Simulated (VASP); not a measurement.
# Mg (Fm-3m) in VASP: notebook

The runs below take Mg through relaxation of cell and atoms, with PBE.

All numbers are computed with VASP 6.6.1; they aren't measurements. Logs are shortened: lines on timing, memory, paths and dates and some standing lists are left out, and cuts for length are marked.

## 1. The cell of the first run

Symmetry: Fm-3m, No. 225, cubic system. Conventional cell: a = 4.031 Å, b = 4.031 Å, c = 4.031 Å, α = 90.00°, β = 90.00°, γ = 90.00°. Mg (site symmetry m-3m) has 12 Mg at 2.85 Å within 3.8 Å.

This isn't the form of Mg at room conditions, which is hcp.

## 2. Relaxation of cell and atoms, PBE, target pressure 24 GPa, at which the enthalpy is minimised

INCAR

```
SYSTEM = Mg
  PREC = Accurate
  ENCUT = 600
  EDIFF = 1E-7
  ISMEAR = -1
  SIGMA = 0.1
  LREAL = .False.
  LASPH = .True.
  NELM = 120
  ALGO = Normal
  ISIF = 3
  LWAVE = .False.
  LCHARG = .False.
  GGA = PE
  IBRION = 2
  NSW = 60
  EDIFFG = -0.005
  PSTRESS = 240.0
  GGA_COMPAT = .False.
  NELMIN = 4
```

KPOINTS

```
regular mesh
0
Gamma
  16 16 16
  0 0 0
```

POSCAR

```
Mg
1.0
    0.0000000000      2.0157273470      2.0157273470
    2.0157273470      0.0000000000      2.0157273470
    2.0157273470      2.0157273470      0.0000000000
Mg
1
Direct
    0.0000000000      0.0000000000      0.0000000000
```

Potentials or basis: VASP PAW PBE potentials, release 64 (Mg).

Command:

```sh
$ cat potpaw_PBE.64/Mg/POTCAR > POTCAR
$ mpirun -np 1 vasp_std > vasp.out
```

OUTCAR:

```text
SYSTEM = Mg
   PREC = Accurate
   ENCUT = 600
   EDIFF = 1E-7
   ISMEAR = -1
   LREAL = .False.
   LASPH = .True.
   NELM = 120
   ISIF = 3
   GGA = PE
   IBRION = 2
   NSW = 60
   EDIFFG = -0.005
   PSTRESS = 240.0
   NELMIN = 4

 ion  position               nearest neighbor table
   1  0.000  0.000  0.000-

  LATTYP: Found a face centered cubic cell.
 ALAT       =     4.0314546940

  Lattice vectors:

 A1 = (   0.0000000000,   2.0157273470,   2.0157273470)
 A2 = (   2.0157273470,   0.0000000000,   2.0157273470)
 A3 = (   2.0157273470,   2.0157273470,   0.0000000000)

Analysis of symmetry for initial positions (statically):
=====================================================================
 Subroutine PRICEL returns:
 Original cell was already a primitive cell.

 Routine SETGRP: Setting up the symmetry group for a
 face centered cubic supercell.

 Subroutine GETGRP returns: Found 48 space group operations
 (whereof 48 operations were pure point group operations)
 out of a pool of 48 trial point group operations.

The static configuration has the point symmetry O_h .

Analysis of symmetry for dynamics (positions and initial velocities):
=====================================================================
 Subroutine PRICEL returns:
 Original cell was already a primitive cell.

 Routine SETGRP: Setting up the symmetry group for a
 face centered cubic supercell.

 Subroutine GETGRP returns: Found 48 space group operations
 (whereof 48 operations were pure point group operations)
 out of a pool of 48 trial point group operations.

The dynamic configuration has the point symmetry O_h .

 Subroutine INISYM returns: Found 48 space group operations
 (whereof 48 operations are pure point group operations),
 and found     1 'primitive' translations

----------------------------------------------------------------------------------------

                                     Primitive cell

  volume of cell :      16.3804

  direct lattice vectors                    reciprocal lattice vectors
     0.000000000  2.015727347  2.015727347    -0.248049420  0.248049420  0.248049420
     2.015727347  0.000000000  2.015727347     0.248049420 -0.248049420  0.248049420
     2.015727347  2.015727347  0.000000000     0.248049420  0.248049420 -0.248049420

  length of vectors
     2.850668952  2.850668952  2.850668952     0.429634199  0.429634199  0.429634199

  position of ions in fractional coordinates (direct lattice)
     0.000000000  0.000000000  0.000000000

  ion indices of the primitive-cell ions
   primitive index   ion index
                 1           1

----------------------------------------------------------------------------------------

 KPOINTS: regular mesh

Automatic generation of k-mesh.
 Grid dimensions read from file:
 generate k-points for:   16   16   16

 Generating k-lattice:

  Cartesian coordinates                     Fractional coordinates (reciprocal lattice)
    -0.015503089  0.015503089  0.015503089     0.062500000  0.000000000  0.000000000
     0.015503089 -0.015503089  0.015503089     0.000000000  0.062500000  0.000000000
     0.015503089  0.015503089 -0.015503089     0.000000000  0.000000000  0.062500000

  Length of vectors
     0.026852137  0.026852137  0.026852137

  Shift w.r.t. Gamma in fractional coordinates (k-lattice)
     0.000000000  0.000000000  0.000000000

 Subroutine IBZKPT returns following result:
 ===========================================

 Found    145 irreducible k-points:

 Following reciprocal coordinates:
            Coordinates               Weight
  0.000000  0.000000  0.000000      1.000000
  0.062500  0.000000  0.000000      8.000000
  0.125000  0.000000  0.000000      8.000000
  0.187500  0.000000  0.000000      8.000000
  0.250000  0.000000  0.000000      8.000000
  0.312500  0.000000  0.000000      8.000000
[... 16 lines left out ...]
 -0.125000  0.062500  0.000000     24.000000
 -0.062500  0.062500  0.000000     12.000000
 [... further k-points ...]
   k-points           NKPTS =    145   k-points in BZ     NKDIM =    145   number of bands    NBANDS=      5
   number of dos      NEDOS =    301   number of ions     NIONS =      1
   total plane-waves  NPLWV =  13824
   dimension x,y,z NGX =    24 NGY =   24 NGZ =   24
   dimension x,y,z NGXF=    48 NGYF=   48 NGZF=   48
   ions per type =               1
   NGX,Y,Z   is equivalent  to a cutoff of  14.00, 14.00, 14.00 a.u.
   NGXF,Y,Z  is equivalent  to a cutoff of  27.99, 27.99, 27.99 a.u.
 SYSTEM =  Mg
   PREC   = accura    normal or accurate (medium, high low for compatibility)
   ISTART =      0    job   : 0-new  1-cont  2-samecut
   ICHARG =      2    charge: 1-file 2-atom 10-const
   ISPIN  =      1    spin polarized calculation?
   LNONCOLLINEAR =      F non collinear calculations
   LSORBIT =      F    spin-orbit coupling
   LASPH  =      T    aspherical Exc in radial PAW
   ENCUT  =  600.0 eV  44.10 Ry    6.64 a.u.   5.69  5.69  5.69*2*pi/ulx,y,z
   NELM   =    120;   NELMIN=  4; NELMDL= -5     # of ELM steps
   EDIFF  = 0.1E-06   stopping-criterion for ELM
   LREAL  =      F    real-space projection
   EDIFFG = -.5E-02   stopping-criterion for IOM
   NSW    =     60    number of steps for IOM
   IBRION =      2    ionic relax: 0-MD 1-quasi-New 2-CG
   NFREE  =      1    steps in history (QN), initial steepest desc. (CG)
   ISIF   =      3    stress and relaxation
   ISYM   =      2    0-nonsym 1-usesym 2-fastsym
   POTIM  = 0.5000    time-step for ionic-motion
   TEBEG  =    0.0;   TEEND  =   0.0 temperature during run
   PSTRESS=  240.0 pullay stress
   NELECT =       2.0000    total number of electrons
   NUPDOWN=      -1.0000    fix difference up-down
   EMIN   =  10.00;   EMAX   =-10.00  energy-range for DOS
   EFERMI =   0.00;   METHOD = LEGACY
   ISMEAR =    -1;   SIGMA  =   0.10  broadening in eV -4-tet -1-fermi 0-gaus
   EFERMI_NEDOS =   21; number of points for ismear=-14 and -15
   IALGO  =     38    algorithm
   IMIX   =      4    mixing-type and parameters
     AMIX     =   0.40;   BMIX     =  1.00
     AMIX_MAG =   1.60;   BMIX_MAG =  1.00
  volume/ion in A,a.u.               =      16.38       110.54
  Fermi-wavevector in a.u.,A,eV,Ry     =   0.812163  1.534765  8.974515  0.659608
  Thomas-Fermi vector in A             =   1.921655
   LORBIT       =      0    0 simple, 1 ext, 2 COOP (PROOUT), +10 PAW based schemes
   GGA     = PE    functional components
   LHFCALC =     F    Hartree Fock is set to
   AEXX    =    0.0000 exact exchange contribution
   IVDW    =     0    specifies the selected vdW correction
   LEPSILON=     F    determine dielectric tensor
   LRPA    =     F    only Hartree local field effects (RPA)
 conjugate gradient relaxation of ions
 non-spin polarized calculation
  energy-cutoff  :      600.00
  volume of cell :       16.38
 maximum number of plane-waves:       568
   NGX = 11   NGY = 11   NGZ = 11

--------------------------------------- Ionic step        1  -------------------------------------------

 number of electron       2.0000000 magnetization

 Free energy of the ion-electron system (eV)
  ---------------------------------------------------
  ext. energy  EPLUGINS =         0.00000000
  ---------------------------------------------------
  free energy    TOTEN  =        -1.12436265 eV

  energy without entropy =       -1.11170972  energy(sigma->0) =       -1.11803619

------------------------ aborting loop because EDIFF is reached ----------------------------------------

  FORCE on cell =-STRESS in cart. coord.  units (eV):
  Direction    XX          YY          ZZ          XY          YZ          ZX
  --------------------------------------------------------------------------------------
  -------------------------------------------------------------------------------------
  Total        2.4394498      2.4394498      2.4394498      0.0000000      0.0000000      0.0000000
  in kB      238.6036674    238.6036674    238.6036674      0.0000000      0.0000000      0.0000000
  external PRESSURE =      -1.3963326 kB  Pullay stress =     240.0000000 kB
[... 59 lines left out ...]
  enthalpy is  TOTEN    =         1.3293581567 eV   P V=        2.4486595309

--------------------------------------- Ionic step        3  -------------------------------------------

 number of electron       2.0000000 magnetization

 Free energy of the ion-electron system (eV)
  ---------------------------------------------------
  ext. energy  EPLUGINS =         0.00000000
  ---------------------------------------------------
  free energy    TOTEN  =        -1.12131112 eV

  energy without entropy =       -1.10867021  energy(sigma->0) =       -1.11499066

 E-fermi :   4.6462     XC(G=0):  -9.6095

 val. band max:        4.6274247081   @ k =  -0.4375   0.4375   0.0000
 cond. band min:       4.6596294554   @ k =   0.4375   0.0000   0.0000
 fundamental gap:      0.0322047473
 Fermi energy:         4.6462244154

 k-point     1 :       0.0000    0.0000    0.0000
  band No.  band energies     occupation
      1      -3.8463      2.00000
      2      19.2966      0.00000
      3      19.2966      0.00000
      4      19.2966      0.00000
      5      22.0831      0.00000

 k-point     2 :       0.0625    0.0000    0.0000
  band No.  band energies     occupation
      1      -3.7371      2.00000
      2      17.7819      0.00000
      3      19.1744      0.00000
      4      19.1744      0.00000
      5      22.4844      0.00000
[... 169 lines left out ...]
 k-point    24 :      -0.0625    0.0625    0.0000
  band No.  band energies     occupation
      1      -3.5555      2.00000
      2      16.6348      0.00000
      3      17.9538      0.00000
      4      19.5797      0.00000
      5      22.9589      0.00000

 [... further k-points ...]
[... 5 lines left out ...]
  --------------------------------------------------------------------------------------
  -------------------------------------------------------------------------------------
  Total        2.4511974      2.4511974      2.4511974      0.0000000      0.0000000     -0.0000000
  in kB      240.0521219    240.0521219    240.0521219      0.0000000      0.0000000     -0.0000000
  external PRESSURE =       0.0521219 kB  Pullay stress =     240.0000000 kB
[... 16 lines left out ...]
  FREE ENERGIE OF THE ION-ELECTRON SYSTEM (eV)
  ---------------------------------------------------
  free  energy   TOTEN  =        -1.1213111244 eV

  energy  without entropy=       -1.1086702055  energy(sigma->0) =       -1.11499066

  enthalpy is  TOTEN    =         1.3293540788 eV   P V=        2.4506652032

 reached required accuracy - stopping structural energy minimisation
```

It took 8.2 s on 1 thread of Intel Xeon 6975P-C (Granite Rapids), shared host; peak memory 0.15 GiB.

What came out:

| Property | Result |
| --- | --- |
| Free energy | -1.1213 eV |
| Relaxed volume | 16.36 Å³/atom |
| Relaxed cell | a = 2.849 Å, b = 2.849 Å, c = 2.849 Å, α = 60.00°, β = 60.00°, γ = 60.00° |
| Space group after relaxing (to 0.1 Å) | Fm-3m (No. 225) |
| Energy change on relaxing (the run minimises the enthalpy) | +3.1 meV/atom |
| Ionic steps | 3 |
| Pressure after relaxing | 24.0 GPa |
| Band gap on the k mesh | zero (bands 1 and 2 overlap by 2.95 eV) |

The path:
```csv
step,energy change (eV),largest force (eV/Å),pressure (GPa),volume (Å³)
1,0.0000,0.0000,23.86,16.38
2,0.0051,0.0000,24.10,16.35
3,0.0031,0.0000,24.01,16.36
```

Final structure:
```
CELL_PARAMETERS angstrom
0.00000 2.01489 2.01489
2.01489 0.00000 2.01489
2.01489 2.01489 0.00000
ATOMIC_POSITIONS crystal
Mg 0.00000 0.00000 0.00000
```

Caveat: the cell is relaxed towards a set pressure, so the run minimises the enthalpy, not the energy.

## 3. Relaxation of cell and atoms, PBE, target pressure 24 GPa, at which the enthalpy is minimised

INCAR

```
ALGO     = Normal         # electronic algorithm
EDIFF    = 1E-7           # SCF threshold, eV
EDIFFG   = -0.005         # ionic threshold
ENCUT    = 600            # plane-wave cutoff, eV
GGA      = PE             # functional
GGA_COMPAT= F            
IBRION   = 2              # ionic algorithm
ISIF     = 3              # what is computed and relaxed
ISMEAR   = -1             # smearing method
LASPH    = T              # aspherical terms in the spheres
LCHARG   = F              # write CHGCAR
LREAL    = F              # projectors in reciprocal space
LWAVE    = F              # write WAVECAR
NELM     = 120            # most SCF steps
NELMIN   = 4            
NSW      = 32             # ionic steps
PREC     = Accurate       # precision mode
PSTRESS  = 240.0        
SIGMA    = 0.1            # smearing width, eV
```

KPOINTS

```
k-points
0
Gamma
  16 16 16
```

POSCAR

```
Mg
1.0
    0.0000000000      2.0144635679      2.0144635679
    2.0144635679      0.0000000000      2.0144635679
    2.0144635679      2.0144635679      0.0000000000
Mg
1
Direct
    0.0000000000      0.0000000000      0.0000000000
```

Potentials or basis: VASP PAW PBE potentials, release 64 (Mg).

Command:

```sh
$ cat potpaw_PBE.64/Mg/POTCAR > POTCAR
$ mpirun -np 1 vasp_std > vasp.out
```

It took 8.1 s on 1 thread of Intel Xeon 6975P-C (Granite Rapids), shared host; peak memory 0.15 GiB.

The run converged. Its results:

- Free energy: -1.1213 eV
- Relaxed volume: 16.36 Å³/atom
- Relaxed cell: a = 2.849 Å, b = 2.849 Å, c = 2.849 Å, α = 60.00°, β = 60.00°, γ = 60.00°
- Space group after relaxing (to 0.1 Å): Fm-3m (No. 225)
- Energy change on relaxing (the run minimises the enthalpy): -1.5 meV/atom
- Ionic steps: 3
- Pressure after relaxing: 24.0 GPa
- Band gap on the k mesh: zero (bands 1 and 2 overlap by 2.95 eV)

Step by step:
```tsv
step	energy change (eV)	largest force (eV/Å)	pressure (GPa)	volume (Å³)
1	0.0000	0.0000	24.08	16.35
2	-0.0029	0.0000	23.94	16.37
3	-0.0015	0.0000	24.01	16.36
```

Final structure:
```
Mg
1.0
     0.00000    2.01489    2.01489
     2.01489    0.00000    2.01489
     2.01489    2.01489    0.00000
Mg
1
Direct
  0.00000 0.00000 0.00000
```

Levels at points of the mesh, in eV from the Fermi level:
```
           k point  band 1  band 2  band 3  band 4  band 5
(0.00, 0.00, 0.00)   -8.49   14.65   14.65   14.65   17.44
(0.50, 0.00, 0.00)   -2.27   -1.26   13.24   13.24   15.98
(0.50, 0.50, 0.00)   -0.26    0.92    6.73    9.00    9.00
```

Caveat: the cell is relaxed towards a set pressure, so the run minimises the enthalpy, not the energy.
